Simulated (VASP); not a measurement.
# GaN (I-4m2) in VASP: notebook

The runs below take GaN through single point, with PBE.

Program: VASP 6.6.1. These are calculated values, not measurements. Logs are shortened: lines on timing, memory, paths and dates and some standing lists are left out, and cuts for length are marked.

### Step 1. The cell of the first run

The structure is tetragonal, space group I-4m2 (No. 119). The conventional cell has a = 3.187 Å, b = 3.187 Å, c = 4.394 Å, α = 90.00°, β = 90.00°, γ = 90.00°. Ga (site symmetry -4m2) has 4 N at 1.94 Å within 2.6 Å. Within 2.6 Å of N (site symmetry -4m2) lie 4 Ga at 1.94 Å.

### Step 2. Single point, PBE (strain -0.0250 x Voigt [0, 0, 1, 0, 0, 0])

The input, INCAR:

```
  PREC = Accurate
  ENCUT = 520
  EDIFF = 1E-6
  ISMEAR = 0
  SIGMA = 0.05
  LREAL = F
  LASPH = T
  NELM = 100
  ALGO = Normal
  ISIF = 2
  LWAVE = F
  LCHARG = F
  GGA = PE
  NBANDS = 16
```

The input, KPOINTS:

```
regular mesh
0
Gamma
  10 10 10
```

The input, POSCAR:

```
GaN
1.0
    0.0000000000      2.2535006075      2.1971630923
    2.2535006075      0.0000000000      2.1971630923
    2.2535006075      2.2535006075      0.0000000000
Ga N
1 1
Direct
    0.0000000000      0.0000000000      0.0000000000
    0.7500000000      0.7500000000      0.7500000000
```

Potentials or basis: VASP PAW PBE potentials, release 64 (Ga_d, N).

Started as:

```sh
$ cat potpaw_PBE.64/Ga_d/POTCAR potpaw_PBE.64/N/POTCAR > POTCAR
$ mpirun -np 1 vasp_std > vasp.out
```

OUTCAR:

```text
PREC = Accurate
   ENCUT = 520
   EDIFF = 1E-6
   ISMEAR = 0
   LREAL = F
   LASPH = T
   NELM = 100
   ISIF = 2
   GGA = PE

 ion  position               nearest neighbor table
   1  0.000  0.000  0.000-   2 1.94   2 1.94   2 1.94   2 1.94
   2  0.750  0.750  0.750-   1 1.94   1 1.94   1 1.94   1 1.94

  LATTYP: Found a body centered tetragonal cell.
 ALAT       =     3.1869311219
 C/A-ratio  =     1.3788582233

  Lattice vectors:

 A1 = (   0.0000000000,  -2.2535006075,  -2.1971630923)
 A2 = (   0.0000000000,   2.2535006075,  -2.1971630923)
 A3 = (   2.2535006075,   0.0000000000,   2.1971630923)

Analysis of symmetry for initial positions (statically):
=====================================================================
 Subroutine PRICEL returns:
 Original cell was already a primitive cell.

 Routine SETGRP: Setting up the symmetry group for a
 body centered tetragonal supercell.

 Subroutine GETGRP returns: Found  8 space group operations
 (whereof  8 operations were pure point group operations)
 out of a pool of 16 trial point group operations.

The static configuration has the point symmetry D_2d.

Analysis of symmetry for dynamics (positions and initial velocities):
=====================================================================
 Subroutine PRICEL returns:
 Original cell was already a primitive cell.

 Routine SETGRP: Setting up the symmetry group for a
 body centered tetragonal supercell.

 Subroutine GETGRP returns: Found  8 space group operations
 (whereof  8 operations were pure point group operations)
 out of a pool of 16 trial point group operations.

The dynamic configuration has the point symmetry D_2d.

 Subroutine INISYM returns: Found  8 space group operations
 (whereof  8 operations are pure point group operations),
 and found     1 'primitive' translations

----------------------------------------------------------------------------------------

                                     Primitive cell

  volume of cell :      22.3156

  direct lattice vectors                    reciprocal lattice vectors
     0.000000000  2.253500607  2.197163092    -0.221877020  0.221877020  0.227566175
[... 81 lines left out ...]
   LNONCOLLINEAR =      F non collinear calculations
   LSORBIT =      F    spin-orbit coupling
   LASPH  =      T    aspherical Exc in radial PAW
   ENCUT  =  520.0 eV  38.22 Ry    6.18 a.u.   5.85  5.85  5.93*2*pi/ulx,y,z
   NELM   =    100;   NELMIN=  2; NELMDL= -5     # of ELM steps
   EDIFF  = 0.1E-05   stopping-criterion for ELM
   LREAL  =      F    real-space projection
   EDIFFG = 0.1E-04   stopping-criterion for IOM
   NSW    =      0    number of steps for IOM
   IBRION =     -1    ionic relax: 0-MD 1-quasi-New 2-CG
   NFREE  =      0    steps in history (QN), initial steepest desc. (CG)
   ISIF   =      2    stress and relaxation
   ISYM   =      2    0-nonsym 1-usesym 2-fastsym
   POTIM  = 0.5000    time-step for ionic-motion
   TEBEG  =    0.0;   TEEND  =   0.0 temperature during run
   PSTRESS=    0.0 pullay stress
   NELECT =      18.0000    total number of electrons
   NUPDOWN=      -1.0000    fix difference up-down
   EMIN   =  10.00;   EMAX   =-10.00  energy-range for DOS
   EFERMI =   0.00;   METHOD = LEGACY
   ISMEAR =     0;   SIGMA  =   0.05  broadening in eV -4-tet -1-fermi 0-gaus
   EFERMI_NEDOS =   21; number of points for ismear=-14 and -15
   IALGO  =     38    algorithm
   IMIX   =      4    mixing-type and parameters
     AMIX     =   0.40;   BMIX     =  1.00
     AMIX_MAG =   1.60;   BMIX_MAG =  1.00
  volume/ion in A,a.u.               =      11.16        75.30
  Fermi-wavevector in a.u.,A,eV,Ry     =   1.523923  2.879798 31.597385  2.322342
  Thomas-Fermi vector in A             =   2.632300
   LORBIT       =      0    0 simple, 1 ext, 2 COOP (PROOUT), +10 PAW based schemes
   GGA     = PE    functional components
   LHFCALC =     F    Hartree Fock is set to
   AEXX    =    0.0000 exact exchange contribution
   IVDW    =     0    specifies the selected vdW correction
   LEPSILON=     F    determine dielectric tensor
   LRPA    =     F    only Hartree local field effects (RPA)
 non-spin polarized calculation
 Gauss-broadening in eV      SIGMA  =   0.05
  energy-cutoff  :      520.00
  volume of cell :       22.32
 maximum number of plane-waves:       614
   NGX = 11   NGY = 11   NGZ = 11

 number of electron      18.0000012 magnetization

 Free energy of the ion-electron system (eV)
  ---------------------------------------------------
  ext. energy  EPLUGINS =         0.00000000
  ---------------------------------------------------
  free energy    TOTEN  =       -12.11243383 eV

  energy without entropy =      -12.11243383  energy(sigma->0) =      -12.11243383

 E-fermi :   5.9618     XC(G=0): -11.8038

 val. band max:        5.6358098775   @ k =   0.0000   0.0000   0.0000
 cond. band min:       7.4469055498   @ k =   0.0000   0.0000   0.0000
 fundamental gap:      1.8110956723
 Fermi energy:         5.9618159354

 k-point     1 :       0.0000    0.0000    0.0000
  band No.  band energies     occupation
      1     -10.5917      2.00000
      2      -7.9145      2.00000
      3      -7.9145      2.00000
      4      -7.8869      2.00000
      5      -7.5609      2.00000
      6      -7.5588      2.00000
[... 433 lines left out ...]
      3      -7.6693      2.00000
      4      -7.6686      2.00000
      5      -7.4888      2.00000
      6      -6.6047      2.00000
[... 8 lines left out ...]
     15      28.0423      0.00000
     16      28.1844      0.00000

 [... further k-points ...]

------------------------ aborting loop because EDIFF is reached ----------------------------------------

  FORCE on cell =-STRESS in cart. coord.  units (eV):
  Direction    XX          YY          ZZ          XY          YZ          ZX
  --------------------------------------------------------------------------------------
  -------------------------------------------------------------------------------------
  Total        1.2894492      1.2894492      1.6800947      0.0000000      0.0000000      0.0000000
  in kB       92.5778691     92.5778691    120.6248218      0.0000000      0.0000000      0.0000000
  external PRESSURE =     101.9268533 kB  Pullay stress =       0.0000000 kB

 VOLUME and BASIS-vectors are now :
 -----------------------------------------------------------------------------
  energy-cutoff  :      520.00
  volume of cell :       22.32
      direct lattice vectors                 reciprocal lattice vectors
     0.000000000  2.253500607  2.197163092    -0.221877020  0.221877020  0.227566175
     2.253500607  0.000000000  2.197163092     0.221877020 -0.221877020  0.227566175
     2.253500607  2.253500607  0.000000000     0.221877020  0.221877020 -0.227566175

 POSITION                                       TOTAL-FORCE (eV/Angst)
 -----------------------------------------------------------------------------------
      0.00000      0.00000      0.00000         0.000000      0.000000      0.000000
      3.38025      3.38025      3.29574        -0.000000     -0.000000     -0.000000
 -----------------------------------------------------------------------------------
    total drift:                               -0.000002     -0.000002     -0.000001

  FREE ENERGIE OF THE ION-ELECTRON SYSTEM (eV)
  ---------------------------------------------------
  free  energy   TOTEN  =       -12.1124338274 eV

  energy  without entropy=      -12.1124338274  energy(sigma->0) =      -12.11243383
```

It took 13 s on 1 thread of Intel Xeon Platinum 8559C (Emerald Rapids), shared host; peak memory 0.16 GiB.

Results:

| Item | Value |
| --- | --- |
| Free energy | -12.1124 eV |
| Pressure | 10.2 GPa |
| Band gap on the k mesh | 1.81 eV, direct |

Stress tensor (GPa, compression positive):
```
 9.26  0.00  0.00
 0.00  9.26  0.00
 0.00  0.00 12.06
```

Levels at points of the mesh, in eV from the valence-band top:
| k point | band 6 | band 7 | band 8 | band 9 | band 10 | band 11 | band 12 | band 13 |
| --- | --- | --- | --- | --- | --- | --- | --- | --- |
| (0.00, 0.00, 0.00) | -13.19 | -0.11 | -0.11 | 0.00 | 1.81 | 10.34 | 10.41 | 10.41 |
| (0.50, 0.00, 0.00) | -11.95 | -7.28 | -1.17 | -0.98 | 4.72 | 8.78 | 10.23 | 10.64 |
| (0.50, 0.50, 0.00) | -11.44 | -6.11 | -2.99 | -2.99 | 3.18 | 6.46 | 12.06 | 14.06 |
| (0.50, 0.00, 0.50) | -11.58 | -6.39 | -2.80 | -2.79 | 3.34 | 6.88 | 11.69 | 13.90 |

Caveat: the cell differs from its parent crystal (strain -0.0250 x Voigt [0, 0, 1, 0, 0, 0]).

### Step 3. Single point, PBE (strain +0.0250 x Voigt [0, 0, 1, 0, 0, 0])

The input, INCAR:

```
SYSTEM = GaN
  ALGO = Normal
  EDIFF = 1E-7
  ENCUT = 520
  GGA = PE
  ISIF = 2
  ISMEAR = 0
  LASPH = .TRUE.
  LCHARG = .TRUE.
  LELF = .TRUE.
  LREAL = .FALSE.
  LVHAR = .TRUE.
  LWAVE = .FALSE.
  NBANDS = 16
  NELM = 60
  PREC = Accurate
  SIGMA = 0.05
```

The input, KPOINTS:

```
k-points
0
G
  10 10 10
  0 0 0
```

The input, POSCAR:

```
GaN
1.0
    0.0000000000      2.2535006075      2.3098381227
    2.2535006075      0.0000000000      2.3098381227
    2.2535006075      2.2535006075      0.0000000000
Ga N
1 1
Direct
    0.0000000000      0.0000000000      0.0000000000
    0.7500000000      0.7500000000      0.7500000000
```

Potentials or basis: VASP PAW PBE potentials, release 64 (Ga_d, N).

Started as:

```sh
$ cat potpaw_PBE.64/Ga_d/POTCAR potpaw_PBE.64/N/POTCAR > POTCAR
$ mpirun -np 1 vasp_std > vasp.out
```

OUTCAR:

```text
SYSTEM = GaN
   EDIFF = 1E-7
   ENCUT = 520
   GGA = PE
   ISIF = 2
   ISMEAR = 0
   LASPH = .TRUE.
   LREAL = .FALSE.
   NELM = 60
   PREC = Accurate

 ion  position               nearest neighbor table
   1  0.000  0.000  0.000-   2 1.97   2 1.97   2 1.97   2 1.97
   2  0.750  0.750  0.750-   1 1.97   1 1.97   1 1.97   1 1.97

  LATTYP: Found a body centered tetragonal cell.
 ALAT       =     3.1869311219
 C/A-ratio  =     1.4495689014

  Lattice vectors:

 A1 = (  -2.2535006075,   0.0000000000,   2.3098381227)
 A2 = (   2.2535006075,   0.0000000000,   2.3098381227)
 A3 = (   0.0000000000,   2.2535006075,  -2.3098381227)

Analysis of symmetry for initial positions (statically):
=====================================================================
 Subroutine PRICEL returns:
 Original cell was already a primitive cell.

 Routine SETGRP: Setting up the symmetry group for a
 body centered tetragonal supercell.

 Subroutine GETGRP returns: Found  8 space group operations
 (whereof  8 operations were pure point group operations)
 out of a pool of 16 trial point group operations.

The static configuration has the point symmetry D_2d.

Analysis of symmetry for dynamics (positions and initial velocities):
=====================================================================
 Subroutine PRICEL returns:
 Original cell was already a primitive cell.

 Routine SETGRP: Setting up the symmetry group for a
 body centered tetragonal supercell.

 Subroutine GETGRP returns: Found  8 space group operations
 (whereof  8 operations were pure point group operations)
 out of a pool of 16 trial point group operations.

The dynamic configuration has the point symmetry D_2d.

 Subroutine INISYM returns: Found  8 space group operations
 (whereof  8 operations are pure point group operations),
 and found     1 'primitive' translations

----------------------------------------------------------------------------------------

                                     Primitive cell

  volume of cell :      23.4599

[... 109 lines left out ...]
  volume/ion in A,a.u.               =      11.73        79.16
  Fermi-wavevector in a.u.,A,eV,Ry     =   1.498730  2.832189 30.561287  2.246191
  Thomas-Fermi vector in A             =   2.610451
   LORBIT       =      0    0 simple, 1 ext, 2 COOP (PROOUT), +10 PAW based schemes
   GGA     = PE    functional components
   LHFCALC =     F    Hartree Fock is set to
   AEXX    =    0.0000 exact exchange contribution
   IVDW    =     0    specifies the selected vdW correction
   LEPSILON=     F    determine dielectric tensor
   LRPA    =     F    only Hartree local field effects (RPA)
 non-spin polarized calculation
 Gauss-broadening in eV      SIGMA  =   0.05
  energy-cutoff  :      520.00
  volume of cell :       23.46
 maximum number of plane-waves:       644
   NGX = 11   NGY = 11   NGZ = 11

 number of electron      17.9999991 magnetization

 Free energy of the ion-electron system (eV)
  ---------------------------------------------------
  ext. energy  EPLUGINS =         0.00000000
  ---------------------------------------------------
  free energy    TOTEN  =       -12.14960843 eV

  energy without entropy =      -12.14960843  energy(sigma->0) =      -12.14960843

 E-fermi :   5.3271     XC(G=0): -11.5361

 val. band max:        5.0556834586   @ k =   0.0000   0.0000   0.0000
 cond. band min:       6.5791548705   @ k =   0.0000   0.0000   0.0000
 fundamental gap:      1.5234714119
 Fermi energy:         5.3271380125

 k-point     1 :       0.0000    0.0000    0.0000
  band No.  band energies     occupation
      1     -10.7082      2.00000
      2      -8.4261      2.00000
      3      -8.4000      2.00000
      4      -8.4000      2.00000
      5      -8.1141      2.00000
      6      -8.1137      2.00000
[... 433 lines left out ...]
      3      -8.1969      2.00000
      4      -8.1955      2.00000
      5      -8.0635      2.00000
      6      -7.2170      2.00000
[... 8 lines left out ...]
     15      27.0034      0.00000
     16      27.3847      0.00000

 [... further k-points ...]

------------------------ aborting loop because EDIFF is reached ----------------------------------------

  FORCE on cell =-STRESS in cart. coord.  units (eV):
  Direction    XX          YY          ZZ          XY          YZ          ZX
  --------------------------------------------------------------------------------------
  -------------------------------------------------------------------------------------
  Total        0.2327494      0.2327494     -0.2348422      0.0000000     -0.0000000      0.0000000
  in kB       15.8954323     15.8954323    -16.0383581      0.0000000     -0.0000000      0.0000000
  external PRESSURE =       5.2508355 kB  Pullay stress =       0.0000000 kB

 VOLUME and BASIS-vectors are now :
 -----------------------------------------------------------------------------
  energy-cutoff  :      520.00
  volume of cell :       23.46
      direct lattice vectors                 reciprocal lattice vectors
     0.000000000  2.253500607  2.309838123    -0.221877020  0.221877020  0.216465386
     2.253500607  0.000000000  2.309838123     0.221877020 -0.221877020  0.216465386
     2.253500607  2.253500607  0.000000000     0.221877020  0.221877020 -0.216465386

 POSITION                                       TOTAL-FORCE (eV/Angst)
 -----------------------------------------------------------------------------------
      0.00000      0.00000      0.00000         0.000000      0.000000     -0.000000
      3.38025      3.38025      3.46476        -0.000000     -0.000000      0.000000
 -----------------------------------------------------------------------------------
    total drift:                               -0.000001     -0.000001     -0.000002

  FREE ENERGIE OF THE ION-ELECTRON SYSTEM (eV)
  ---------------------------------------------------
  free  energy   TOTEN  =       -12.1496084253 eV

  energy  without entropy=      -12.1496084253  energy(sigma->0) =      -12.14960843
```

OSZICAR:

```text
N       E                     dE             d eps       ncg     rms          rms(c)
DAV:   1     0.812292909196E+02    0.81229E+02   -0.94022E+03  3664   0.199E+03
DAV:   2    -0.838712840125E+01   -0.89616E+02   -0.83885E+02  3800   0.328E+02
DAV:   3    -0.140454377165E+02   -0.56583E+01   -0.56399E+01  3792   0.699E+01
DAV:   4    -0.141107119603E+02   -0.65274E-01   -0.65268E-01  4144   0.806E+00
DAV:   5    -0.141115359588E+02   -0.82400E-03   -0.82399E-03  3952   0.810E-01    0.763E+00
DAV:   6    -0.121515969204E+02    0.19599E+01   -0.49388E+00  4936   0.390E+01    0.269E+00
DAV:   7    -0.121574461195E+02   -0.58492E-02   -0.30864E-01  3576   0.667E+00    0.176E+00
DAV:   8    -0.121538221950E+02    0.36239E-02   -0.63198E-02  3664   0.321E+00    0.836E-01
DAV:   9    -0.121492950594E+02    0.45271E-02   -0.14178E-02  4936   0.260E+00    0.220E-01
DAV:  10    -0.121496977621E+02   -0.40270E-03   -0.14357E-03  3680   0.489E-01    0.115E-01
DAV:  11    -0.121496037334E+02    0.94029E-04   -0.25975E-04  4816   0.253E-01    0.782E-03
DAV:  12    -0.121496087038E+02   -0.49704E-05   -0.29393E-05  3720   0.496E-02    0.834E-03
DAV:  13    -0.121496085012E+02    0.20257E-06   -0.63382E-07  4144   0.131E-02    0.248E-03
DAV:  14    -0.121496084253E+02    0.75963E-07   -0.45891E-08  2936   0.268E-03
   1 F= -.12149608E+02 E0= -.12149608E+02  d E =-.892405E-17
```

stdout:

```text
POSCAR found type information on POSCAR GaN
 POSCAR found :  2 types and       2 ions
 scaLAPACK will be used
 LDA part: xc-table for (Slater+PW92), standard interpolation
 POSCAR, INCAR and KPOINTS ok, starting setup
 FFT: planning ... GRIDC
 FFT: planning ... GRID_SOFT
 FFT: planning ... GRID
 WAVECAR not read
 entering main loop
```

Run time: 14 s. Hardware: 1 thread of Intel Xeon Platinum 8559C (Emerald Rapids), shared host; peak memory 0.16 GiB.

What came out:

* Free energy: -12.1496 eV
* Pressure: 0.5 GPa
* Band gap on the k mesh: 1.52 eV, direct

Caveat: the cell differs from its parent crystal (strain +0.0250 x Voigt [0, 0, 1, 0, 0, 0]).

[end of part 1 of 2]
